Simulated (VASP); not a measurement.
Set up this calculation in VASP 6.6.1, as the native input.

| Quantity | Value |
| --- | --- |
| Task | single point |
| Functional | LDA |
| Potentials or basis | VASP PAW LDA potentials, release 64 (Sc_sv, Al) |
| Cutoff | 520 eV |
| k mesh | 8 × 8 × 8 |
| Occupations | gaussian, width 0.05 eV |
| Spin | no spin polarisation |
| Dipole correction | no |
| Further INCAR settings | ALGO = Normal; EDIFF = 1e-06; NBANDS = 18 |

The structure of ScAl3 lies in POSCAR:

```
ScAl3
1.0
   -2.0305348345      2.0305348345      4.4621729332
    2.0305348345     -2.0305348345      4.4621729332
    2.0305348345      2.0305348345     -4.4621729332
Sc Al
1 3
Direct
    0.0000000000      0.0000000000      0.0000000000
    0.7500000000      0.2500000000      0.5000000000
    0.2500000000      0.7500000000      0.5000000000
    0.5000000000      0.5000000000      0.0000000000
```

The input as run:

INCAR

```
SYSTEM = ScAl3
ALGO = Normal ; EDIFF = 1E-6
ENCUT = 520 ; ISIF = 2
ISMEAR = 0 ; LASPH = .True.
LCHARG = .False. ; LREAL = .False.
LWAVE = .False. ; NBANDS = 18
NELM = 60 ; PREC = Accurate
SIGMA = 0.05
```

KPOINTS

```
k-points
0
Gamma
  8 8 8
  0 0 0
```

Potentials or basis: VASP PAW LDA potentials, release 64 (Sc_sv, Al).

Run with:

```bash
$ cat potpaw_LDA.64/Sc_sv/POTCAR potpaw_LDA.64/Al/POTCAR > POTCAR
$ mpirun -np 1 vasp_std > vasp.out
```

It gave:

```json
{
  "Pressure": "-6.4 GPa",
  "Band gap on the k mesh": "zero (bands 10 and 11 overlap by 1.76 eV)"
}
```

Caveat: the cell stands under tension.

Wall time 67 s on 1 thread of Intel(R) Xeon(R) 6975P-C (Granite Rapids) (shared host), peak memory 0.23 GiB.
